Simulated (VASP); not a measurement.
# InGaPb3 (R3m) in VASP: further runs

The runs below take InGaPb3 through single point, relaxation of cell and atoms, with PBE.

All numbers are computed with VASP 6.6.1; they aren't measurements. Logs are shortened: lines on timing, memory, paths and dates and some standing lists are left out, and cuts for length are marked.

## (1) The cell of the first run

Symmetry: R3m, No. 160, trigonal system. The conventional cell has a = 7.273 Å, b = 7.273 Å, c = 9.232 Å, α = 90.00°, β = 90.00°, γ = 120.00°. Within 3.2 Å of In (site symmetry 3m) lie 6 Pb at 2.40 to 2.83 Å. Within 4.8 Å of Ga (site symmetry 3m) lie 12 Pb at 3.64 to 3.75 Å and 7 In at 4.34 to 4.57 Å. Pb (site symmetry m) has 2 In at 2.40 to 2.83 Å within 3.2 Å.

## (2) Single point, PBE

INCAR reads:

```
ALGO = Normal ; EDIFF = 1E-6
ENCUT = 520 ; GGA = PE
ISIF = 2 ; ISMEAR = 0
LASPH = True ; LCHARG = True
LELF = True ; LREAL = False
LVHAR = True ; LWAVE = False
NBANDS = 42 ; NELM = 80
PREC = Accurate ; SIGMA = 0.1
```

KPOINTS reads:

```
k-points
0
Gamma
  3 3 3
```

POSCAR reads:

```
InGaPb3
1.0
    3.6364143100      2.0994847800      3.0773481800
   -3.6364143100      2.0994847800      3.0773481800
    0.0000000000     -4.1989695600      3.0773481800
In Ga Pb
1 1 3
Direct
    0.5394300200      0.5394300200      0.5394300200
    0.0100000000      0.0100000000      0.0100000000
    0.5069299900      0.9987400200      0.5069299900
    0.5069299900      0.5069299900      0.9987400200
    0.9987400200      0.5069299900      0.5069299900
```

Potentials or basis: VASP PAW PBE potentials, release 64 (In_d, Ga_d, Pb_d).

Launch:

```console
$ cat potpaw_PBE.64/In_d/POTCAR potpaw_PBE.64/Ga_d/POTCAR potpaw_PBE.64/Pb_d/POTCAR > POTCAR
$ mpirun -np 1 vasp_std > vasp.out
```

OUTCAR:

```text
EDIFF = 1E-6
   ENCUT = 520
   GGA = PE
   ISIF = 2
   ISMEAR = 0
   LASPH = True
   LREAL = False
   NELM = 80
   PREC = Accurate

 ion  position               nearest neighbor table
   1  0.539  0.539  0.539-   4 2.40   3 2.40   5 2.40   4 2.83   3 2.83   5 2.83
   2  0.010  0.010  0.010-
   3  0.507  0.999  0.507-   1 2.40   1 2.83   4 3.58   5 3.58   4 3.70   5 3.70   5 3.73   5 3.73
                             4 3.73   4 3.73
   4  0.507  0.507  0.999-   1 2.40   1 2.83   3 3.58   5 3.58   3 3.70   5 3.70   5 3.73   3 3.73
                             3 3.73   5 3.73
   5  0.999  0.507  0.507-   1 2.40   1 2.83   4 3.58   3 3.58   4 3.70   3 3.70   3 3.73   3 3.73
                             4 3.73   4 3.73

  LATTYP: Found a trigonal (rhomboedric) cell.
 ALAT       =     5.2059021501
 COS(alpha) =     0.0241463066

  Lattice vectors:

 A1 = (   3.6364143100,   2.0994847800,   3.0773481800)
 A2 = (  -3.6364143100,   2.0994847800,   3.0773481800)
 A3 = (   0.0000000000,  -4.1989695600,   3.0773481800)

Analysis of symmetry for initial positions (statically):
=====================================================================
 Subroutine PRICEL returns:
 Original cell was already a primitive cell.

 Routine SETGRP: Setting up the symmetry group for a
 trigonal (rhombohedral) supercell.

 Subroutine GETGRP returns: Found  6 space group operations
 (whereof  6 operations were pure point group operations)
 out of a pool of 12 trial point group operations.

The static configuration has the point symmetry C_3v.

Analysis of symmetry for dynamics (positions and initial velocities):
=====================================================================
 Subroutine PRICEL returns:
 Original cell was already a primitive cell.

 Routine SETGRP: Setting up the symmetry group for a
 trigonal (rhombohedral) supercell.

 Subroutine GETGRP returns: Found  6 space group operations
 (whereof  6 operations were pure point group operations)
 out of a pool of 12 trial point group operations.

The dynamic configuration has the point symmetry C_3v.

 Subroutine INISYM returns: Found  6 space group operations
 (whereof  6 operations are pure point group operations),
 and found     1 'primitive' translations

----------------------------------------------------------------------------------------

                                     Primitive cell

  volume of cell :     140.9659

  direct lattice vectors                    reciprocal lattice vectors
     3.636414310  2.099484780  3.077348180     0.137498084  0.079384556  0.108318368
    -3.636414310  2.099484780  3.077348180    -0.137498084  0.079384556  0.108318368
     0.000000000 -4.198969560  3.077348180     0.000000000 -0.158769112  0.108318368

  length of vectors
     5.205902150  5.205902150  5.205902149     0.192199115  0.192199115  0.192199115

  position of ions in fractional coordinates (direct lattice)
     0.539430020  0.539430020  0.539430020
     0.010000000  0.010000000  0.010000000
     0.506929990  0.998740020  0.506929990
     0.506929990  0.506929990  0.998740020
     0.998740020  0.506929990  0.506929990

  ion indices of the primitive-cell ions
   primitive index   ion index
                 1           1
                 2           2
                 3           3
                 4           4
                 5           5

----------------------------------------------------------------------------------------

 KPOINTS: k-points

Automatic generation of k-mesh.
 Grid dimensions read from file:
 generate k-points for:    3    3    3

 Generating k-lattice:

  Cartesian coordinates                     Fractional coordinates (reciprocal lattice)
     0.045832695  0.026461519  0.036106123     0.333333333 -0.000000000 -0.000000000
    -0.045832695  0.026461519  0.036106123    -0.000000000  0.333333333 -0.000000000
     0.000000000 -0.052923037  0.036106123    -0.000000000 -0.000000000  0.333333333

  Length of vectors
     0.064066372  0.064066372  0.064066372

  Shift w.r.t. Gamma in fractional coordinates (k-lattice)
     0.000000000  0.000000000  0.000000000

 Subroutine IBZKPT returns following result:
 ===========================================

 Found      6 irreducible k-points:

 Following reciprocal coordinates:
            Coordinates               Weight
  0.000000  0.000000  0.000000      1.000000
  0.333333 -0.000000 -0.000000      6.000000
  0.333333  0.333333 -0.000000      6.000000
 -0.333333  0.333333  0.000000      6.000000
  0.333333  0.333333  0.333333      2.000000
 -0.333333  0.333333  0.333333      6.000000
   k-points           NKPTS =      6   k-points in BZ     NKDIM =      6   number of bands    NBANDS=     42
   number of dos      NEDOS =    301   number of ions     NIONS =      5
   total plane-waves  NPLWV =  64000
   dimension x,y,z NGX =    40 NGY =   40 NGZ =   40
   dimension x,y,z NGXF=    80 NGYF=   80 NGZF=   80
   ions per type =               1   1   3
[... 32 lines left out ...]
     AMIX_MAG =   1.60;   BMIX_MAG =  1.00
  volume/ion in A,a.u.               =      28.19       190.26
  Fermi-wavevector in a.u.,A,eV,Ry     =   1.283925  2.426267 22.428722  1.648465
  Thomas-Fermi vector in A             =   2.416149
   LORBIT       =      0    0 simple, 1 ext, 2 COOP (PROOUT), +10 PAW based schemes
   GGA     = PE    functional components
   LHFCALC =     F    Hartree Fock is set to
   AEXX    =    0.0000 exact exchange contribution
   IVDW    =     0    specifies the selected vdW correction
   LEPSILON=     F    determine dielectric tensor
   LRPA    =     F    only Hartree local field effects (RPA)
 non-spin polarized calculation
 Gauss-broadening in eV      SIGMA  =   0.10
  energy-cutoff  :      520.00
  volume of cell :      140.97
 maximum number of plane-waves:      3804
   NGX = 19   NGY = 19   NGZ = 19

 number of electron      67.9999997 magnetization

 Free energy of the ion-electron system (eV)
  ---------------------------------------------------
  ext. energy  EPLUGINS =         0.00000000
  ---------------------------------------------------
  free energy    TOTEN  =        -9.13998607 eV

  energy without entropy =       -9.11538376  energy(sigma->0) =       -9.12768491

 E-fermi :   7.0447     XC(G=0):  -9.9857

 val. band max:        6.9724702450   @ k =   0.0000   0.0000   0.0000
 cond. band min:       7.0807799058   @ k =  -0.3333   0.3333   0.0000
 fundamental gap:      0.1083096608
 Fermi energy:         7.0447230446

 k-point     1 :       0.0000    0.0000    0.0000
  band No.  band energies     occupation
      1     -11.9098      2.00000
      2     -11.9098      2.00000
      3     -11.4722      2.00000
      4     -11.2728      2.00000
      5     -11.2728      2.00000
      6     -11.2314      2.00000
[... 34 lines left out ...]
     41      11.7452      0.00000
     42      11.9851      0.00000

 k-point     2 :       0.3333   -0.0000   -0.0000
  band No.  band energies     occupation
      1     -11.9088      2.00000
      2     -11.7726      2.00000
      3     -11.3504      2.00000
      4     -11.2586      2.00000
      5     -11.1471      2.00000
      6     -11.1123      2.00000
[... 34 lines left out ...]
     41      10.8309      0.00000
     42      11.2034      0.00000

 k-point     3 :       0.3333    0.3333   -0.0000
  band No.  band energies     occupation
      1     -11.8531      2.00000
      2     -11.6018      2.00000
      3     -11.3144      2.00000
      4     -11.1407      2.00000
      5     -11.1252      2.00000
      6     -11.0478      2.00000
[... 34 lines left out ...]
     41      11.6610      0.00000
     42      12.2854      0.00000

 k-point     4 :      -0.3333    0.3333    0.0000
  band No.  band energies     occupation
      1     -11.8515      2.00000
      2     -11.6216      2.00000
      3     -11.2978      2.00000
      4     -11.1468      2.00000
      5     -11.1132      2.00000
      6     -11.0325      2.00000
[... 34 lines left out ...]
     41      11.3266      0.00000
     42      12.1294      0.00000

 k-point     5 :       0.3333    0.3333    0.3333
  band No.  band energies     occupation
      1     -11.5998      2.00000
      2     -11.5998      2.00000
      3     -11.3061      2.00000
      4     -11.0621      2.00000
      5     -11.0621      2.00000
      6     -11.0362      2.00000
[... 34 lines left out ...]
     41      11.8735      0.00000
     42      11.8735      0.00000

 k-point     6 :      -0.3333    0.3333    0.3333
  band No.  band energies     occupation
      1     -11.6296      2.00000
      2     -11.6007      2.00000
      3     -11.2759      2.00000
      4     -11.0638      2.00000
      5     -11.0405      2.00000
      6     -11.0215      2.00000
[... 34 lines left out ...]
     41      11.4294      0.00000
     42      11.6279      0.00000

------------------------ aborting loop because EDIFF is reached ----------------------------------------

  FORCE on cell =-STRESS in cart. coord.  units (eV):
  Direction    XX          YY          ZZ          XY          YZ          ZX
  --------------------------------------------------------------------------------------
  -------------------------------------------------------------------------------------
  Total       18.7168362     18.7168362     15.2860777      0.0000000      0.0000000      0.0000000
  in kB      212.7301499    212.7301497    173.7371401      0.0000000      0.0000000      0.0000000
  external PRESSURE =     199.7324799 kB  Pullay stress =       0.0000000 kB

 VOLUME and BASIS-vectors are now :
 -----------------------------------------------------------------------------
  energy-cutoff  :      520.00
  volume of cell :      140.97
      direct lattice vectors                 reciprocal lattice vectors
     3.636414310  2.099484780  3.077348180     0.137498084  0.079384556  0.108318368
    -3.636414310  2.099484780  3.077348180    -0.137498084  0.079384556  0.108318368
     0.000000000 -4.198969560  3.077348180     0.000000000 -0.158769112  0.108318368

 POSITION                                       TOTAL-FORCE (eV/Angst)
 -----------------------------------------------------------------------------------
      0.00000      0.00000      4.98004         0.000000      0.000000     -6.731085
      0.00000      0.00000      0.09232         0.000000      0.000000      0.213899
     -1.78843      1.03255      6.19347        -4.161342      2.402552      2.172395
      0.00000     -2.06510      6.19347         0.000000     -4.805104      2.172395
      1.78843      1.03255      6.19347         4.161342      2.402552      2.172395
 -----------------------------------------------------------------------------------
    total drift:                               -0.000000      0.000007     -0.001766

  FREE ENERGIE OF THE ION-ELECTRON SYSTEM (eV)
  ---------------------------------------------------
  free  energy   TOTEN  =        -9.1399860698 eV

  energy  without entropy=       -9.1153837599  energy(sigma->0) =       -9.12768491
```

Run time: 18 s. Hardware: 1 thread of Intel Xeon Platinum 8559C (Emerald Rapids), shared host; peak memory 0.25 GiB.

What came out:

* Free energy: -9.1400 eV
* Pressure: 20.0 GPa
* Largest force: 6.731 eV/Å
* Band gap on the k mesh: zero (band 34 reaches 7.42 eV, above the bottom of band 35 at 6.59 eV)

Forces on the atoms (eV/Å):
```
In   0.000  0.000 -6.731
Ga   0.000  0.000  0.214
Pb  -4.161  2.403  2.172
Pb   0.000 -4.805  2.172
Pb   4.161  2.403  2.172
```

Levels at points of the mesh, in eV from the Fermi level:
| k point | band 29 | band 30 | band 31 | band 32 | band 33 | band 34 | band 35 | band 36 | band 37 | band 38 |
| --- | --- | --- | --- | --- | --- | --- | --- | --- | --- | --- |
| (0.00, 0.00, 0.00) | -5.19 | -4.65 | -4.65 | -4.61 | -0.07 | 0.37 | 0.40 | 0.40 | 1.14 | 1.14 |

Caveat: the k points lie up to 0.40 Å⁻¹ apart; spin-orbit coupling is left out, which moves the levels of the heavy elements; forces of over 1 eV/Å act on the atoms, so gaps and moduli don't describe the material at rest.

## (3) Single point, PBE

This run uses another cell than the first one, of 33.82 Å³/atom, 1.200 times its volume.

INCAR reads:

```
SYSTEM = InGaPb3
PREC = Accurate ; ENCUT = 520
EDIFF = 1E-6 ; ISMEAR = 0
SIGMA = 0.1 ; LREAL = .FALSE.
LASPH = .TRUE. ; NELM = 60
ALGO = Normal ; ISIF = 2
LWAVE = .FALSE. ; LCHARG = .FALSE.
GGA = PE ; NBANDS = 42
```

KPOINTS reads:

```
regular mesh
0
G
  3 3 3
  0 0 0
```

POSCAR reads:

```
InGaPb3
1.0
    4.7405638768      2.7369658304      2.1723839297
   -4.7405638768      2.7369658304      2.1723839297
    0.0000000000     -5.4739316607      2.1723839297
In Ga Pb
1 1 3
Direct
    0.6381029117      0.6381029117      0.6381029117
    0.0408385289      0.0408385289      0.0408385289
    0.4372349183      1.0086187429      0.4372349183
    0.4372349183      0.4372349183      1.0086187429
    1.0086187429      0.4372349183      0.4372349183
```

Potentials or basis: VASP PAW PBE potentials, release 64 (In_d, Ga_d, Pb_d).

Launch:

```console
$ cat potpaw_PBE.64/In_d/POTCAR potpaw_PBE.64/Ga_d/POTCAR potpaw_PBE.64/Pb_d/POTCAR > POTCAR
$ mpirun -np 1 vasp_std > vasp.out
```

Run time: 27 s. Hardware: 1 thread of Intel Xeon Platinum 8559C (Emerald Rapids), shared host; peak memory 0.33 GiB.

It converged, with:

```
Free energy            : -15.0859 eV
Pressure               : 0.0 GPa
Largest force          : 0.013 eV/Å
Band gap on the k mesh : zero (band 34 reaches 4.91 eV, above the bottom of band 35 at 3.69 eV)
```

Forces in eV/Å, atoms in the order of the input:
```
In   0.000  0.000 -0.010
Ga   0.000  0.000  0.013
Pb   0.001 -0.001 -0.001
Pb   0.000  0.002 -0.001
Pb  -0.001 -0.001 -0.001
```

Levels at points of the mesh, in eV from the Fermi level:
| k point | band 30 | band 31 | band 32 | band 33 | band 34 | band 35 | band 36 | band 37 | band 38 | band 39 |
| --- | --- | --- | --- | --- | --- | --- | --- | --- | --- | --- |
| (0.00, 0.00, 0.00) | -3.94 | -2.21 | -2.21 | -1.00 | -0.84 | -0.84 | -0.53 | 2.43 | 2.43 | 4.47 |

Caveat: the k points lie up to 0.41 Å⁻¹ apart; spin-orbit coupling is left out, which moves the levels of the heavy elements.

## (4) Relaxation of cell and atoms, PBE

INCAR reads:

```
SYSTEM = InGaPb3
  PREC = Accurate
  ENCUT = 600
  EDIFF = 1E-6
  ISMEAR = 0
  SIGMA = 0.1
  LREAL = .False.
  LASPH = .True.
  NELM = 100
  ALGO = Normal
  ISIF = 3
  LWAVE = .False.
  LCHARG = .False.
  GGA = PE
  IBRION = 2
  NSW = 90
  EDIFFG = -0.04
```

KPOINTS reads:

```
regular mesh
0
Gamma
  3 3 3
  0 0 0
```

POSCAR reads:

```
InGaPb3
1.0
    3.6364143100      2.0994847800      3.0773481800
   -3.6364143100      2.0994847800      3.0773481800
    0.0000000000     -4.1989695600      3.0773481800
In Ga Pb
1 1 3
Direct
    0.5394300200      0.5394300200      0.5394300200
    0.0100000000      0.0100000000      0.0100000000
    0.5069299900      0.9987400200      0.5069299900
    0.5069299900      0.5069299900      0.9987400200
    0.9987400200      0.5069299900      0.5069299900
```

Launch:

```console
$ cat potpaw_PBE.64/In_d/POTCAR potpaw_PBE.64/Ga_d/POTCAR potpaw_PBE.64/Pb_d/POTCAR > POTCAR
$ mpirun -np 1 vasp_std > vasp.out
```

Run time: 12 min. Hardware: 1 thread of Intel Xeon Platinum 8559C (Emerald Rapids), shared host; peak memory 0.3 GiB.

It converged, with:

| Quantity | Value |
| --- | --- |
| Free energy | -14.2150 eV |
| Relaxed volume | 38.20 Å³/atom |
| Relaxed cell | a = 6.230 Å, b = 6.230 Å, c = 6.230 Å, α = 65.39°, β = 65.39°, γ = 65.39° |
| Space group after relaxing (to 0.05 Å) | R3m (No. 160) |
| Energy gained by relaxing | 1015.0 meV/atom |
| Ionic steps | 40 |
| Pressure after relaxing | 0.1 GPa |
| Largest force after relaxing | 0.039 eV/Å |
| Band gap on the k mesh | zero (band 34 reaches 4.23 eV, above the bottom of band 35 at 3.33 eV) |

Forces in eV/Å, atoms in the order of the input:
```
In   0.000  0.000 -0.039
Ga   0.000  0.000  0.034
Pb  -0.011  0.006  0.002
Pb   0.000 -0.013  0.002
Pb   0.011  0.006  0.002
```

The path:
| step | energy change (eV) | largest force (eV/Å) | pressure (GPa) | volume (Å³) |
| --- | --- | --- | --- | --- |
| 1 | 0.0000 | 6.7320 | 20.04 | 140.97 |
| 2 | -3.0599 | 2.1163 | -0.43 | 225.79 |
| 3 | -3.4425 | 1.3156 | 2.21 | 186.93 |
| 4 | -3.4419 | 1.6415 | 1.30 | 194.81 |
| 5 | -3.4496 | 1.5320 | 1.62 | 191.85 |
| 6 | -3.6089 | 0.6195 | -0.05 | 203.95 |
| 7 | -3.6170 | 0.4040 | -0.44 | 207.79 |
| 8 | -3.6424 | 0.2887 | -0.27 | 205.31 |
| 9 | -3.6898 | 0.5182 | 0.22 | 198.63 |
| 10 | -3.6307 | 1.4513 | 1.80 | 185.40 |
| 11 | -3.6968 | 0.6978 | 0.47 | 195.74 |
| 12 | -3.7086 | 0.7306 | 0.51 | 195.21 |
| 13 | -3.7460 | 0.8294 | 0.60 | 193.59 |
| 14 | -3.8211 | 1.0148 | 0.89 | 190.29 |
| 15 | -3.8984 | 1.3346 | 2.08 | 183.41 |
| 16 | -3.9265 | 1.3618 | 2.12 | 183.30 |
| 17 | -3.9950 | 1.4456 | 2.33 | 182.90 |
| 18 | -4.0369 | 1.6120 | 3.07 | 181.86 |
| 19 | -4.1099 | 1.4018 | 2.58 | 184.54 |
| 20 | -4.2557 | 0.8549 | 1.37 | 192.73 |
| 21 | -4.2879 | 0.6172 | -0.15 | 209.78 |
| 22 | -4.3092 | 0.4490 | 0.26 | 203.78 |
| 23 | -4.3098 | 0.4219 | 0.34 | 202.82 |
| 24 | -4.3222 | 0.3541 | 0.17 | 203.64 |
| 25 | -4.3479 | 0.4303 | -0.27 | 206.13 |
| 26 | -4.3552 | 0.5609 | -1.03 | 211.14 |
| 27 | -4.3587 | 0.5198 | -0.78 | 209.41 |
| 28 | -4.3697 | 0.5345 | -0.81 | 209.20 |
| 29 | -4.4054 | 0.5703 | -0.84 | 208.56 |
| 30 | -4.4865 | 0.6099 | -0.92 | 207.20 |
| 31 | -4.6665 | 0.5947 | -1.00 | 204.24 |
| 32 | -4.9930 | 0.2739 | -0.72 | 197.32 |
| 33 | -4.1611 | 1.8327 | 4.26 | 180.03 |
| 34 | -5.0243 | 0.3686 | -0.45 | 195.50 |
| 35 | -5.0501 | 0.3491 | -0.01 | 192.77 |
| 36 | -5.0466 | 0.1546 | 0.32 | 191.02 |
| 37 | -5.0617 | 0.1922 | 0.09 | 191.93 |
| 38 | -5.0731 | 0.0380 | -0.17 | 193.04 |
| 39 | -5.0735 | 0.0293 | -0.21 | 193.28 |
| 40 | -5.0748 | 0.0390 | 0.08 | 191.01 |

Final structure:
```
In Ga Pb
1.0
     3.36494    1.94275    4.86967
    -3.36494    1.94275    4.86967
     0.00000   -3.88550    4.86967
In Ga Pb
1 1 3
Cartesian
  0.0000 0.0000 7.4525
  0.0000 0.0000 0.3468
  1.6838 -0.9722 5.0068
  0.0000 1.9443 5.0068
  -1.6838 -0.9722 5.0068
```

Levels at points of the mesh, in eV from the Fermi level:
```tsv
k point	band 30	band 31	band 32	band 33	band 34	band 35	band 36	band 37	band 38	band 39
(0.00, 0.00, 0.00)	-3.95	-3.12	-2.63	-2.63	-1.30	-0.57	-0.57	1.76	3.33	3.87
```

Caveat: the k points lie up to 0.39 Å⁻¹ apart in the final cell; the volume moved by over 15 % at a fixed basis, so the end points are rough; spin-orbit coupling is left out, which moves the levels of the heavy elements.

## (5) The runs side by side

```tsv
task	cell	cutoff (eV)	gap on the mesh (eV)	pressure (GPa)	largest force (eV/Å)
single point	a = 5.206 Å, angles 88.6°, 5 atoms	520	none	20.0	6.73
single point	a = 5.889 Å, angles 107.2°, 5 atoms	520	none	0.0	0.01
relaxation of cell and atoms	relaxed from a = 5.206 Å, angles 88.6°, 5 atoms	600	none	0.1	0.04
```

Alike in all rows: level PBE; potentials or basis VASP PAW PBE potentials, release 64 (In_d, Ga_d, Pb_d); no spin polarisation; k mesh 3 × 3 × 3; smearing gaussian 0.1 eV.

Caveats: all runs use coarse meshes; spin-orbit coupling is left out, which moves the levels of the heavy elements; forces of over 1 eV/Å act on the atoms, so gaps and moduli don't describe the material at rest (some runs); the volume moved by over 15 % at a fixed basis, so the end points are rough (some runs).

Absolute energies hang on the potentials; compare differences alone.
